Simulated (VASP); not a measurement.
# Al9N in VASP: a series of runs

Runs on Al9N. Level: PBEsol. Tasks: relaxation of the atoms.

All numbers are computed with VASP 6.6.1; they aren't measurements. Logs are shortened: lines on timing, memory, paths and dates and some standing lists are left out, and cuts for length are marked.

## (1) The cell of the first run

The cell holds a slab with vacuum, 10 atoms: a = 2.836 Å, b = 9.744 Å, c = 20.252 Å, α = 90.00°, β = 90.00°, γ = 98.37°.

## (2) Relaxation of the atoms, PBEsol

The input, INCAR:

```
  ALGO = Normal
  DIPOL = 0.5 0.5 0.330
  EDIFF = 1E-6
  EDIFFG = -0.025
  ENCUT = 520
  GGA = PS
  IBRION = 2
  IDIPOL = 3
  ISIF = 2
  ISMEAR = 0
  LASPH = T
  LCHARG = F
  LDIPOL = T
  LREAL = F
  LWAVE = F
  NELM = 60
  NSW = 36
  PREC = Accurate
  SIGMA = 0.1
```

The input, KPOINTS:

```
k-points
0
Gamma
  9 3 1
```

The input, POSCAR:

```
Al9N
1.0
    2.8360890836      0.0000000000      0.0000000000
   -1.4180445418      9.6401013232      0.0000000000
    0.0000000000      0.0000000000     20.2523775136
Al N
9 1
Selective dynamics
Direct
    0.5324569575      0.0649139150      0.1975076752  F F F
    0.6709806898      0.3419613796      0.2463716781  F F F
    0.2986854362      0.5973708725      0.2561444786  F F F
    0.9263901827      0.8527803654      0.2659172793  F F F
    0.0640247854      0.1277465523      0.3150759955  F F F
    0.2000840310      0.4041004175      0.3702277332  F F F
    0.8287416372      0.6594765630      0.3778305230  F F F
    0.4529560437      0.9112537656      0.3867831574  F F F
    0.5925587481      0.1816395522      0.4321654338  F F F
    0.8425587481      0.9316395522      0.4549518154  F F T
```

Potentials or basis: VASP PAW PBE potentials, release 64 (Al, N).

Run with:

```
> cat potpaw_PBE.64/Al/POTCAR potpaw_PBE.64/N/POTCAR > POTCAR
> mpirun -np 1 vasp_std > vasp.out
```

OUTCAR:

```text
EDIFF = 1E-6
   EDIFFG = -0.025
   ENCUT = 520
   GGA = PS
   IBRION = 2
   ISIF = 2
   ISMEAR = 0
   LASPH = T
   LREAL = F
   NELM = 60
   NSW = 36
   PREC = Accurate

 ion  position               nearest neighbor table
   1  0.532  0.065  0.198-   5 2.84   5 2.84   2 2.85   4 2.85   4 2.85
   2  0.671  0.342  0.246-   3 2.85   3 2.85   1 2.85   5 2.87   5 2.87   6 2.94   6 2.95
   3  0.299  0.597  0.256-   2 2.85   2 2.85   4 2.85   4 2.85   7 2.90   7 2.91   6 2.97
   4  0.926  0.853  0.266-   5 2.83   3 2.85   3 2.85   1 2.85   1 2.85   8 2.88   8 2.89   7 2.93

   5  0.064  0.128  0.315-   9 2.81   9 2.81   4 2.83   1 2.84   1 2.84   2 2.87   2 2.87   6 2.89
                             8 2.91   8 2.92
   6  0.200  0.404  0.370-   7 2.84   7 2.85   9 2.86   9 2.87   5 2.89   2 2.94   2 2.95   3 2.97

   7  0.829  0.659  0.378-   8 2.81   8 2.82   6 2.84   6 2.85   3 2.90   3 2.91   4 2.93
   8  0.453  0.911  0.387-  10 1.76  10 2.25   9 2.76   7 2.81   7 2.82   4 2.88   4 2.89   5 2.91
                             5 2.92
   9  0.593  0.182  0.432-   8 2.76   5 2.81   5 2.81   6 2.86   6 2.87
  10  0.843  0.932  0.455-   8 1.76   8 2.25

  LATTYP: Found a base centered orthorhombic cell.
 ALAT       =     2.8360890836
 B/A-ratio  =     6.7981653883
 C/A-ratio  =     7.1409525289

  Lattice vectors:

 A1 = (   1.4180445418,  -9.6401013232,   0.0000000000)
 A2 = (   1.4180445418,   9.6401013232,   0.0000000000)
 A3 = (   0.0000000000,   0.0000000000,  20.2523775136)

Analysis of symmetry for initial positions (statically):
=====================================================================
 Subroutine PRICEL returns:
 Original cell was already a primitive cell.

 Routine SETGRP: Setting up the symmetry group for a
 base centered orthorhombic supercell.

 Subroutine GETGRP returns: Found  1 space group operations
 (whereof  1 operations were pure point group operations)
 out of a pool of  8 trial point group operations.

The static configuration has the point symmetry C_1 .

Analysis of symmetry for dynamics (positions and initial velocities):
=====================================================================
 Subroutine PRICEL returns:
 Original cell was already a primitive cell.

 Routine SETGRP: Setting up the symmetry group for a
 base centered orthorhombic supercell.

 Subroutine GETGRP returns: Found  1 space group operations
 (whereof  1 operations were pure point group operations)
 out of a pool of  8 trial point group operations.

The dynamic configuration has the point symmetry C_1 .

Analysis of constrained symmetry for selective dynamics:
=====================================================================
 Subroutine PRICEL returns:
 Original cell was already a primitive cell.

 Routine SETGRP: Setting up the symmetry group for a
 base centered orthorhombic supercell.

 Subroutine GETGRP returns: Found  1 space group operations
 (whereof  1 operations were pure point group operations)
 out of a pool of  8 trial point group operations.

The constrained configuration has the point symmetry C_1 .

 Subroutine INISYM returns: Found  1 space group operations
 (whereof  1 operations are pure point group operations),
 and found     1 'primitive' translations

----------------------------------------------------------------------------------------

                                     Primitive cell

  volume of cell :     553.7038

  direct lattice vectors                    reciprocal lattice vectors
     2.836089084  0.000000000  0.000000000     0.352598233  0.051866675  0.000000000
    -1.418044542  9.640101323  0.000000000     0.000000000  0.103733350  0.000000000
     0.000000000  0.000000000 20.252377514     0.000000000  0.000000000  0.049376919

  length of vectors
     2.836089084  9.743839276 20.252377514     0.356392573  0.103733350  0.049376919

  position of ions in fractional coordinates (direct lattice)
     0.532456958  0.064913915  0.197507675
     0.670980690  0.341961380  0.246371678
     0.298685436  0.597370873  0.256144479
     0.926390183  0.852780365  0.265917279
     0.064024785  0.127746552  0.315075996
     0.200084031  0.404100417  0.370227733
     0.828741637  0.659476563  0.377830523
     0.452956044  0.911253766  0.386783157
     0.592558748  0.181639552  0.432165434
     0.842558748  0.931639552  0.454951815

  ion indices of the primitive-cell ions
   primitive index   ion index
                 1           1
[... 27 lines left out ...]

  Shift w.r.t. Gamma in fractional coordinates (k-lattice)
     0.000000000  0.000000000  0.000000000

 -----------------------------------------------------------------------------
|                                                                             |
|           W    W    AA    RRRRR   N    N  II  N    N   GGGG   !!!           |
|           W    W   A  A   R    R  NN   N  II  NN   N  G    G  !!!           |
|           W    W  A    A  R    R  N N  N  II  N N  N  G       !!!           |
|           W WW W  AAAAAA  RRRRR   N  N N  II  N  N N  G  GGG   !            |
|           WW  WW  A    A  R   R   N   NN  II  N   NN  G    G                |
|           W    W  A    A  R    R  N    N  II  N    N   GGGG   !!!           |
|                                                                             |
|     Your reciprocal lattice and k-lattice belong to different lattice       |
|     classes:                                                                |
|                                                                             |
|        The reciprocal lattice is base centered orthorhombic,                |
|        whereas your k-lattice is simple monoclinic.                         |
|                                                                             |
|     Results are often still useful ...                                      |
|                                                                             |
 -----------------------------------------------------------------------------

 WARNING: IBZKPT: internal override: KBLOWUP is changed to .FALSE.
      ... skipping the blow-up phase ...

 Subroutine IBZKPT returns following result:
 ===========================================

 Found     14 irreducible k-points:

 Following reciprocal coordinates:
            Coordinates               Weight
  0.000000  0.000000  0.000000      1.000000
  0.111111  0.000000  0.000000      2.000000
  0.222222  0.000000  0.000000      2.000000
  0.333333  0.000000  0.000000      2.000000
  0.444444  0.000000  0.000000      2.000000
  0.000000  0.333333  0.000000      2.000000
  0.111111  0.333333  0.000000      2.000000
  0.222222  0.333333  0.000000      2.000000
  0.333333  0.333333  0.000000      2.000000
  0.444444  0.333333  0.000000      2.000000
 -0.444444  0.333333  0.000000      2.000000
 -0.333333  0.333333  0.000000      2.000000
 -0.222222  0.333333  0.000000      2.000000
 -0.111111  0.333333  0.000000      2.000000
   k-points           NKPTS =     14   k-points in BZ     NKDIM =     14   number of bands    NBANDS=     22
   number of dos      NEDOS =    301   number of ions     NIONS =     10
   total plane-waves  NPLWV = 276480
   dimension x,y,z NGX =    24 NGY =   72 NGZ =  160
   dimension x,y,z NGXF=    48 NGYF=  144 NGZF=  320
   ions per type =               9   1
   NGX,Y,Z   is equivalent  to a cutoff of  14.07, 12.28, 13.13 a.u.
   NGXF,Y,Z  is equivalent  to a cutoff of  28.14, 24.57, 26.27 a.u.
 SYSTEM =  unknown system
   PREC   = accura    normal or accurate (medium, high low for compatibility)
   ISTART =      0    job   : 0-new  1-cont  2-samecut
   ICHARG =      2    charge: 1-file 2-atom 10-const
   ISPIN  =      1    spin polarized calculation?
   LNONCOLLINEAR =      F non collinear calculations
   LSORBIT =      F    spin-orbit coupling
   LASPH  =      T    aspherical Exc in radial PAW
   ENCUT  =  520.0 eV  38.22 Ry    6.18 a.u.   5.27 18.12 37.66*2*pi/ulx,y,z
   NELM   =     60;   NELMIN=  2; NELMDL= -5     # of ELM steps
   EDIFF  = 0.1E-05   stopping-criterion for ELM
   LREAL  =      F    real-space projection
   EDIFFG = -.3E-01   stopping-criterion for IOM
   NSW    =     36    number of steps for IOM
   IBRION =      2    ionic relax: 0-MD 1-quasi-New 2-CG
   NFREE  =      1    steps in history (QN), initial steepest desc. (CG)
   ISIF   =      2    stress and relaxation
   ISYM   =      2    0-nonsym 1-usesym 2-fastsym
   POTIM  = 0.5000    time-step for ionic-motion
   TEBEG  =    0.0;   TEEND  =   0.0 temperature during run
   PSTRESS=    0.0 pullay stress
   NELECT =      32.0000    total number of electrons
   NUPDOWN=      -1.0000    fix difference up-down
   EMIN   =  10.00;   EMAX   =-10.00  energy-range for DOS
   EFERMI =   0.00;   METHOD = LEGACY
   ISMEAR =     0;   SIGMA  =   0.10  broadening in eV -4-tet -1-fermi 0-gaus
   EFERMI_NEDOS =   21; number of points for ismear=-14 and -15
   IALGO  =     38    algorithm
   IMIX   =      4    mixing-type and parameters
     AMIX     =   0.40;   BMIX     =  1.00
     AMIX_MAG =   1.60;   BMIX_MAG =  1.00
  volume/ion in A,a.u.               =      55.37       373.66
  Fermi-wavevector in a.u.,A,eV,Ry     =   0.632945  1.196092  5.450750  0.400619
  Thomas-Fermi vector in A             =   1.696433
   LORBIT       =      0    0 simple, 1 ext, 2 COOP (PROOUT), +10 PAW based schemes
   GGA     = PS    functional components
   LHFCALC =     F    Hartree Fock is set to
   AEXX    =    0.0000 exact exchange contribution
   IVDW    =     0    specifies the selected vdW correction
   LEPSILON=     F    determine dielectric tensor
   LRPA    =     F    only Hartree local field effects (RPA)
 conjugate gradient relaxation of ions
 non-spin polarized calculation
 Gauss-broadening in eV      SIGMA  =   0.10
  energy-cutoff  :      520.00
  volume of cell :      553.70
 maximum number of plane-waves:     14935
 NGX is ok and might be reduce to    24
   NGX = 11   NGY = 37   NGZ = 75

 dipolmoment           0.000000      0.000000     -0.065078 electrons x Angstroem

--------------------------------------- Ionic step        1  -------------------------------------------

 number of electron      31.9999999 magnetization

 Free energy of the ion-electron system (eV)
  ---------------------------------------------------
  ext. energy  EPLUGINS =         0.00000000
  ---------------------------------------------------
  free energy    TOTEN  =       -40.23418607 eV

  energy without entropy =      -40.21210930  energy(sigma->0) =      -40.22314768

------------------------ aborting loop because EDIFF is reached ----------------------------------------

  FORCE on cell =-STRESS in cart. coord.  units (eV):
  Direction    XX          YY          ZZ          XY          YZ          ZX
  --------------------------------------------------------------------------------------
  -------------------------------------------------------------------------------------
  Total       -7.1566360     -7.3714196      0.2412421      1.4628419      0.5801513      2.7233945
  in kB      -20.7081847    -21.3296748      0.6980496      4.2328268      1.6787050      7.8803165
  external PRESSURE =     -13.7799367 kB  Pullay stress =       0.0000000 kB
[... 75 lines left out ...]
--------------------------------------- Ionic step        3  -------------------------------------------

 number of electron      32.0000000 magnetization

 dipolmoment           0.000000      0.000000      0.149525 electrons x Angstroem

 Free energy of the ion-electron system (eV)
  ---------------------------------------------------
  ext. energy  EPLUGINS =         0.00000000
  ---------------------------------------------------
  free energy    TOTEN  =       -40.25155713 eV

  energy without entropy =      -40.22946314  energy(sigma->0) =      -40.24051013

 E-fermi :  -1.2242     XC(G=0):  -3.8285

 val. band max:       -1.2374359574   @ k =   0.4444   0.0000   0.0000
 cond. band min:      -1.2222504590   @ k =  -0.1111   0.3333   0.0000
 fundamental gap:      0.0151854985
 Fermi energy:        -1.2242166692

 k-point     1 :       0.0000    0.0000    0.0000
  band No.  band energies     occupation
      1     -15.0040      2.00000
      2     -11.1735      2.00000
      3      -9.8186      2.00000
      4      -9.5956      2.00000
      5      -8.6002      2.00000
      6      -7.2602      2.00000
[... 339 lines left out ...]
     21       1.4512      0.00000
     22       1.6730      0.00000

------------------------ aborting loop because EDIFF is reached ----------------------------------------

 vacuum level on the upper side and lower side of the slab       (xc-potential included)         0.385        -0.551

  FORCE on cell =-STRESS in cart. coord.  units (eV):
  Direction    XX          YY          ZZ          XY          YZ          ZX
  --------------------------------------------------------------------------------------
  -------------------------------------------------------------------------------------
  Total       -6.4793901     -7.2130735      1.2611426      1.5620046      0.6376289      3.5096146
  in kB      -18.7485304    -20.8714902      3.6491970      4.5197604      1.8450201     10.1552948
  external PRESSURE =     -11.9902745 kB  Pullay stress =       0.0000000 kB
[... 25 lines left out ...]
  FREE ENERGIE OF THE ION-ELECTRON SYSTEM (eV)
  ---------------------------------------------------
  free  energy   TOTEN  =       -40.2515571259 eV

  energy  without entropy=      -40.2294631434  energy(sigma->0) =      -40.24051013

 reached required accuracy - stopping structural energy minimisation

 vacuum level on the upper side and lower side of the slab         3.987         3.021
```

Wall time 4.9 min (1 thread of Intel Xeon 6975P-C (Granite Rapids), shared host); peak memory 0.7 GiB.

What came out:

| Quantity | Value |
| --- | --- |
| Free energy | -40.2516 eV |
| Energy gained by relaxing | 1.7 meV/atom |
| Ionic steps | 3 |
| Band gap on the k mesh | zero (bands 16 and 17 overlap by 0.35 eV) |

The path:
```csv
step,energy change (eV),largest force on free atoms (eV/Å),pressure (GPa)
1,0.0000,0.7043,-1.38
2,-0.0157,0.2181,-1.26
3,-0.0174,0.0004,-1.20
```

Final structure:
```
Al N
1.0
     2.83609    0.00000    0.00000
    -1.41804    9.64010    0.00000
     0.00000    0.00000   20.25238
Al N
9 1
Direct
  0.53246 0.06491 0.19751
  0.67098 0.34196 0.24637
  0.29869 0.59737 0.25614
  0.92639 0.85278 0.26592
  0.06402 0.12775 0.31508
  0.20008 0.40410 0.37023
  0.82874 0.65948 0.37783
  0.45296 0.91125 0.38678
  0.59256 0.18164 0.43217
  0.84256 0.93164 0.45255
```

Caveat: the PAW data sets were made with another functional, which shifts forces and pressure a little.

## (3) Relaxation of the atoms, PBEsol

The input, INCAR:

```
SYSTEM = Al9N
  ALGO = Fast
  DIPOL = 0.5 0.5 0.329
  EDIFF = 1E-7
  EDIFFG = -0.025
  ENCUT = 520
  GGA = PS
  IBRION = 2
  IDIPOL = 3
  ISIF = 2
  ISMEAR = 0
  LASPH = .True.
  LCHARG = .False.
  LDIPOL = .True.
  LREAL = .False.
  LWAVE = .False.
  NELM = 80
  NSW = 36
  PREC = Accurate
  SIGMA = 0.1
```

The input, KPOINTS:

```
k-points
0
Gamma
  9 3 1
  0 0 0
```

Edit POSCAR of step 2 so:

```diff
@@ -18,2 +18,2 @@
     0.5925587481      0.1816395522      0.4321654338  F F F
-    0.8425587481      0.9316395522      0.4549518154  F F T
+    1.0925587481      0.4316395522      0.4464448186  F F T
```

Potentials or basis: VASP PAW PBE potentials, release 64 (Al, N).

Run with:

```
> cat potpaw_PBE.64/Al/POTCAR potpaw_PBE.64/N/POTCAR > POTCAR
> mpirun -np 1 vasp_std > vasp.out
```

Wall time 26 min (1 thread of Oxide Virtual Turin-like, shared host); peak memory 0.66 GiB.

The run converged. Its results:

```
Free energy               : -39.4785 eV
Energy gained by relaxing : 43.3 meV/atom
Ionic steps               : 4
Band gap on the k mesh    : zero (bands 16 and 17 overlap by 0.69 eV)
```

Step by step:
| step | energy change (eV) | largest force on free atoms (eV/Å) | pressure (GPa) |
| --- | --- | --- | --- |
| 1 | 0.0000 | 5.6387 | -0.51 |
| 2 | -0.3538 | 1.5595 | -1.74 |
| 3 | -0.4331 | 0.0606 | -1.43 |
| 4 | -0.4332 | 0.0145 | -1.45 |

Final structure:
```
CELL_PARAMETERS angstrom
2.83609 0.00000 0.00000
-1.41804 9.64010 0.00000
0.00000 0.00000 20.25238
ATOMIC_POSITIONS crystal
Al 0.53246 0.06491 0.19751
Al 0.67098 0.34196 0.24637
Al 0.29869 0.59737 0.25614
Al 0.92639 0.85278 0.26592
Al 0.06402 0.12775 0.31508
Al 0.20008 0.40410 0.37023
Al 0.82874 0.65948 0.37783
Al 0.45296 0.91125 0.38678
Al 0.59256 0.18164 0.43217
N 0.09256 0.43164 0.45524
```

Levels at points of the mesh, in eV from the Fermi level:
```csv
k point,band 14,band 15,band 16,band 17,band 18,band 19
"(0.00, 0.00, 0.00)",-1.66,-1.30,0.31,0.40,0.79,1.25
```

Caveat: the PAW data sets were made with another functional, which shifts forces and pressure a little.

## (4) Relaxation of the atoms, PBEsol

The input, INCAR:

```
SYSTEM = Al9N
PREC = Accurate ; ENCUT = 520
EDIFF = 1E-6 ; ISMEAR = 0
SIGMA = 0.1 ; LREAL = .FALSE.
LASPH = .TRUE. ; NELM = 60
ALGO = Fast ; ISIF = 2
LWAVE = .FALSE. ; LCHARG = .FALSE.
LDIPOL = .TRUE. ; IDIPOL = 3
DIPOL = 0.5 0.5 0.330 ; GGA = PS
IBRION = 2 ; NSW = 36
EDIFFG = -0.025
```

The input, KPOINTS:

```
Automatic mesh
0
G
  9 3 1
  0 0 0
```

Edit POSCAR of step 3 so:

```diff
@@ -18,2 +18,2 @@
     0.5925587481      0.1816395522      0.4321654338  F F F
-    1.0925587481      0.4316395522      0.4464448186  F F T
+    1.3425587481      0.4316395522      0.4485506122  F F T
```

Run with:

```
> cat potpaw_PBE.64/Al/POTCAR potpaw_PBE.64/N/POTCAR > POTCAR
> mpirun -np 1 vasp_std > vasp.out
```

Wall time 25 min (1 thread of Oxide Virtual Turin-like, shared host); peak memory 0.66 GiB.

It converged, with:

```
Free energy               : -39.4913 eV
Energy gained by relaxing : 21.3 meV/atom
Ionic steps               : 5
Band gap on the k mesh    : zero (bands 16 and 17 overlap by 0.65 eV)
```

The path:
```
step  energy change (eV)  largest force on free atoms (eV/Å)  pressure (GPa)
   1              0.0000                              3.6459           -0.82
   2             -0.1919                              0.8537           -1.61
   3             -0.2125                              0.0283           -1.45
   4             -0.2125                              0.0319           -1.45
   5             -0.2125                              0.0045           -1.44
```

Final structure:
```xyz
10
Lattice="2.8361 0.0000 0.0000 -1.4180 9.6401 0.0000 0.0000 0.0000 20.2524" Properties=species:S:1:pos:R:3 pbc="T T T"
Al    1.4180    0.6258    4.0000
Al    1.4180    3.2965    4.9896
Al    0.0000    5.7587    5.1875
Al    1.4180    8.2209    5.3855
Al    0.0004    1.2315    6.3810
Al   -0.0056    3.8956    7.4980
Al    1.4152    6.3574    7.6520
Al   -0.0076    8.7846    7.8333
Al    1.4230    1.7510    8.7524
N     0.3594    4.1610    9.2138
```

Levels at points of the mesh, in eV from the Fermi level:
| k point | band 14 | band 15 | band 16 | band 17 | band 18 | band 19 |
| --- | --- | --- | --- | --- | --- | --- |
| (0.00, 0.00, 0.00) | -1.65 | -1.29 | 0.32 | 0.41 | 0.80 | 1.26 |

Caveat: the PAW data sets were made with another functional, which shifts forces and pressure a little.

## (5) Overview

```csv
cell,gap on the mesh (eV)
"atoms relaxed, atomic positions A",none
"atoms relaxed, atomic positions B",none
"atoms relaxed, atomic positions C",none
```

Alike in all rows: task relaxation of the atoms; level PBEsol; potentials or basis VASP PAW PBE potentials, release 64 (Al, N); no spin polarisation; k mesh 9 × 3 × 1; cutoff (eV) 520; smearing gaussian 0.1 eV.

Caveats: the PAW data sets were made with another functional, which shifts forces and pressure a little.

Total energies depend on the potentials used, so only differences within one code and one set of settings carry meaning.

The gap in the log of VASP goes by the Fermi energy; the results here count the filled bands.